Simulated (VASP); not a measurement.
# Cs3PF6 (Fm-3m) in VASP: single point with r2SCAN

Aim: the single point of Cs3PF6 with r2SCAN.

Program: VASP 6.6.1. These are calculated values, not measurements. Logs are shortened: lines on timing, memory, paths and dates and some standing lists are left out, and cuts for length are marked.

**1. The cell of the first run**

Symmetry: Fm-3m, No. 225, cubic system. The conventional cell has a = 9.338 Å, b = 9.338 Å, c = 9.338 Å, α = 90.00°, β = 90.00°, γ = 90.00°. Cs (site symmetry -43m) has 12 F at 3.33 Å and 4 P at 4.04 Å and 4 Cs at 4.04 Å within 4.4 Å. Cs (site symmetry m-3m) has 6 F at 2.77 Å within 3.6 Å. Within 2.5 Å of P (site symmetry m-3m) lie 6 F at 1.90 Å. Within 2.5 Å of F (site symmetry 4mm) lie 1 P at 1.90 Å.

**2. Single point, r2SCAN**

Input file POSCAR:

```
Cs3PF6
1.0
    0.0000000000      4.6687930000      4.6687930000
    4.6687930000      0.0000000000      4.6687930000
    4.6687930000      4.6687930000      0.0000000000
Cs P F
3 1 6
Direct
    0.7500000000      0.7500000000      0.7500000000
    0.2500000000      0.2500000000      0.2500000000
    0.0000000000      0.0000000000      0.0000000000
    0.5000000000      0.5000000000      0.5000000000
    0.2965000000      0.7035000000      0.7035000000
    0.7035000000      0.2965000000      0.7035000000
    0.7035000000      0.2965000000      0.2965000000
    0.2965000000      0.7035000000      0.2965000000
    0.7035000000      0.7035000000      0.2965000000
    0.2965000000      0.2965000000      0.7035000000
```

Input file INCAR.step1:

```
PREC = Accurate ; ENCUT = 660
ISMEAR = 0 ; SIGMA = 0.1684
LREAL = False ; LASPH = True
NELM = 120 ; NBANDS = 48
GGA = PE ; ALGO = Normal
EDIFF = 1E-5 ; LWAVE = True
LCHARG = False ; GGA_COMPAT = False
```

Input file INCAR.step2:

```
PREC = Accurate ; ENCUT = 660
EDIFF = 1E-6 ; ISMEAR = 0
SIGMA = 0.1684 ; LREAL = False
LASPH = True ; NELM = 120
ALGO = Normal ; ISIF = 2
LWAVE = False ; LCHARG = False
METAGGA = R2SCAN ; LMIXTAU = True
NBANDS = 48 ; ISTART = 1
GGA_COMPAT = False
```

Input file KPOINTS:

```
regular mesh
0
Gamma
  5 5 5
```

Potentials or basis: VASP PAW PBE potentials, release 64 (Cs_sv, P, F).

Started as:

```console
$ cat potpaw_PBE.64/Cs_sv/POTCAR potpaw_PBE.64/P/POTCAR potpaw_PBE.64/F/POTCAR > POTCAR
$ cp INCAR.step1 INCAR
$ mpirun -np 1 vasp_std > vasp.out
$ cp INCAR.step2 INCAR
$ mpirun -np 1 vasp_std > vasp.out
```

OUTCAR:

```text
PREC = Accurate
   ENCUT = 660
   EDIFF = 1E-6
   ISMEAR = 0
   LREAL = False
   LASPH = True
   NELM = 120
   ISIF = 2
   METAGGA = R2SCAN
   ISTART = 1

 ion  position               nearest neighbor table
   1  0.750  0.750  0.750-
   2  0.250  0.250  0.250-
   3  0.000  0.000  0.000-
   4  0.500  0.500  0.500-   5 1.90   6 1.90   7 1.90   8 1.90   9 1.90  10 1.90
   5  0.297  0.703  0.703-   4 1.90
   6  0.703  0.297  0.703-   4 1.90
   7  0.703  0.297  0.297-   4 1.90
   8  0.297  0.703  0.297-   4 1.90
   9  0.703  0.703  0.297-   4 1.90
  10  0.297  0.297  0.703-   4 1.90

  LATTYP: Found a face centered cubic cell.
 ALAT       =     9.3375860000

  Lattice vectors:

 A1 = (   0.0000000000,   4.6687930000,   4.6687930000)
 A2 = (   4.6687930000,   0.0000000000,   4.6687930000)
 A3 = (   4.6687930000,   4.6687930000,   0.0000000000)

Analysis of symmetry for initial positions (statically):
=====================================================================
 Subroutine PRICEL returns:
 Original cell was already a primitive cell.

 Routine SETGRP: Setting up the symmetry group for a
 face centered cubic supercell.

 Subroutine GETGRP returns: Found 48 space group operations
 (whereof 48 operations were pure point group operations)
 out of a pool of 48 trial point group operations.

The static configuration has the point symmetry O_h .

Analysis of symmetry for dynamics (positions and initial velocities):
=====================================================================
 Subroutine PRICEL returns:
 Original cell was already a primitive cell.

 Routine SETGRP: Setting up the symmetry group for a
 face centered cubic supercell.

 Subroutine GETGRP returns: Found 48 space group operations
 (whereof 48 operations were pure point group operations)
 out of a pool of 48 trial point group operations.

The dynamic configuration has the point symmetry O_h .

 Subroutine INISYM returns: Found 48 space group operations
 (whereof 48 operations are pure point group operations),
 and found     1 'primitive' translations

[... 97 lines left out ...]
   EDIFFG = 0.1E-04   stopping-criterion for IOM
   NSW    =      0    number of steps for IOM
   IBRION =     -1    ionic relax: 0-MD 1-quasi-New 2-CG
   NFREE  =      0    steps in history (QN), initial steepest desc. (CG)
   ISIF   =      2    stress and relaxation
   ISYM   =      2    0-nonsym 1-usesym 2-fastsym
   POTIM  = 0.5000    time-step for ionic-motion
   TEBEG  =    0.0;   TEEND  =   0.0 temperature during run
   PSTRESS=    0.0 pullay stress
   NELECT =      74.0000    total number of electrons
   NUPDOWN=      -1.0000    fix difference up-down
   EMIN   =  10.00;   EMAX   =-10.00  energy-range for DOS
   EFERMI =   0.00;   METHOD = LEGACY
   ISMEAR =     0;   SIGMA  =   0.17  broadening in eV -4-tet -1-fermi 0-gaus
   EFERMI_NEDOS =   21; number of points for ismear=-14 and -15
   IALGO  =     38    algorithm
   IMIX   =      4    mixing-type and parameters
     AMIX     =   0.40;   BMIX     =  1.00
     AMIX_MAG =   1.60;   BMIX_MAG =  1.00
  volume/ion in A,a.u.               =      20.35       137.35
  Fermi-wavevector in a.u.,A,eV,Ry     =   1.168434  2.208020 18.575185  1.365238
  Thomas-Fermi vector in A             =   2.304921
   LORBIT       =      0    0 simple, 1 ext, 2 COOP (PROOUT), +10 PAW based schemes
   METAGGA = R2SCAN    functional components
   LHFCALC =     F    Hartree Fock is set to
   AEXX    =    0.0000 exact exchange contribution
   IVDW    =     0    specifies the selected vdW correction
   LEPSILON=     F    determine dielectric tensor
   LRPA    =     F    only Hartree local field effects (RPA)
 non-spin polarized calculation
 Gauss-broadening in eV      SIGMA  =   0.17
  energy-cutoff  :      660.00
  volume of cell :      203.54
 maximum number of plane-waves:      7855
   NGX = 27   NGY = 27   NGZ = 27

 number of electron      73.9999998 magnetization

 Free energy of the ion-electron system (eV)
  ---------------------------------------------------
  ext. energy  EPLUGINS =         0.00000000
  ---------------------------------------------------
  free energy    TOTEN  =      -127.81374159 eV

  energy without entropy =     -127.81374159  energy(sigma->0) =     -127.81374159

 E-fermi :   3.6764     XC(G=0):  -9.2865

 val. band max:        2.9530017334   @ k =   0.4000   0.0000   0.0000
 cond. band min:       6.2537308871   @ k =   0.2000   0.2000   0.0000
 fundamental gap:      3.3007291537
 Fermi energy:         3.6764168382

 k-point     1 :       0.0000    0.0000    0.0000
  band No.  band energies     occupation
      1     -23.5405      2.00000
      2     -22.8239      2.00000
      3     -22.8239      2.00000
      4     -22.8239      2.00000
      5     -22.5575      2.00000
      6     -22.5575      2.00000
[... 499 lines left out ...]
     47       8.5276      0.00000
     48       8.7418      0.00000

------------------------ aborting loop because EDIFF is reached ----------------------------------------

  FORCE on cell =-STRESS in cart. coord.  units (eV):
  Direction    XX          YY          ZZ          XY          YZ          ZX
  --------------------------------------------------------------------------------------
  -------------------------------------------------------------------------------------
  Total        6.2542983      6.2542983      6.2542983     -0.0000000     -0.0000000      0.0000000
  in kB       49.2317557     49.2317557     49.2317557     -0.0000000     -0.0000000      0.0000000
  external PRESSURE =      49.2317557 kB  Pullay stress =       0.0000000 kB

 VOLUME and BASIS-vectors are now :
 -----------------------------------------------------------------------------
  energy-cutoff  :      660.00
  volume of cell :      203.54
      direct lattice vectors                 reciprocal lattice vectors
     0.000000000  4.668793000  4.668793000    -0.107094060  0.107094060  0.107094060
     4.668793000  0.000000000  4.668793000     0.107094060 -0.107094060  0.107094060
     4.668793000  4.668793000  0.000000000     0.107094060  0.107094060 -0.107094060

 POSITION                                       TOTAL-FORCE (eV/Angst)
 -----------------------------------------------------------------------------------
      7.00319      7.00319      7.00319        -0.000000     -0.000000     -0.000000
      2.33440      2.33440      2.33440        -0.000000      0.000000     -0.000000
      0.00000      0.00000      0.00000         0.000000      0.000000     -0.000000
      4.66879      4.66879      4.66879         0.000000      0.000000     -0.000000
      6.56899      4.66879      4.66879         1.232781      0.000000     -0.000000
      4.66879      6.56899      4.66879         0.000000      1.232781     -0.000000
      2.76859      4.66879      4.66879        -1.232781      0.000000     -0.000000
      4.66879      2.76859      4.66879         0.000000     -1.232781     -0.000000
      4.66879      4.66879      6.56899         0.000000      0.000000      1.232781
      4.66879      4.66879      2.76859         0.000000      0.000000     -1.232781
 -----------------------------------------------------------------------------------
    total drift:                                0.000000      0.000000      0.000000

  FREE ENERGIE OF THE ION-ELECTRON SYSTEM (eV)
  ---------------------------------------------------
  free  energy   TOTEN  =      -127.8137415899 eV

  energy  without entropy=     -127.8137415898  energy(sigma->0) =     -127.81374159
```

OUTCAR.step1:

```text
PREC = Accurate
   ENCUT = 660
   ISMEAR = 0
   LREAL = False
   LASPH = True
[... 744 lines left out ...]
      2.76859      4.66879      4.66879        -1.330414     -0.000000      0.000000
      4.66879      2.76859      4.66879        -0.000000     -1.330414      0.000000
      4.66879      4.66879      6.56899        -0.000000     -0.000000      1.330414
      4.66879      4.66879      2.76859        -0.000000     -0.000000     -1.330414
 -----------------------------------------------------------------------------------
    total drift:                                0.000000      0.000000      0.000000

  FREE ENERGIE OF THE ION-ELECTRON SYSTEM (eV)
  ---------------------------------------------------
  free  energy   TOTEN  =       -42.4272374526 eV

  energy  without entropy=      -42.4272374526  energy(sigma->0) =      -42.42723745
```

Wall time 19 min (1 thread of Intel Xeon 8259CL, shared host); peak memory 0.53 GiB.

What came out:

```
Free energy            : -127.8137 eV
Pressure               : 4.9 GPa
Largest force          : 1.233 eV/Å
Band gap on the k mesh : 3.30 eV (least direct gap 3.58 eV)
```

Forces in eV/Å, atoms in the order of the input:
```
Cs   0.000  0.000  0.000
Cs   0.000  0.000  0.000
Cs   0.000  0.000  0.000
P    0.000  0.000  0.000
F    1.233  0.000  0.000
F    0.000  1.233  0.000
F   -1.233  0.000  0.000
F    0.000 -1.233  0.000
F    0.000  0.000  1.233
F    0.000  0.000 -1.233
```

Caveat: the cell stands under pressure; the PAW data sets were made with another functional, which shifts forces and pressure a little; spin-orbit coupling is left out, which moves the levels of the heavy elements; an odd mesh through Γ misses points on the zone boundary, where band edges can lie.
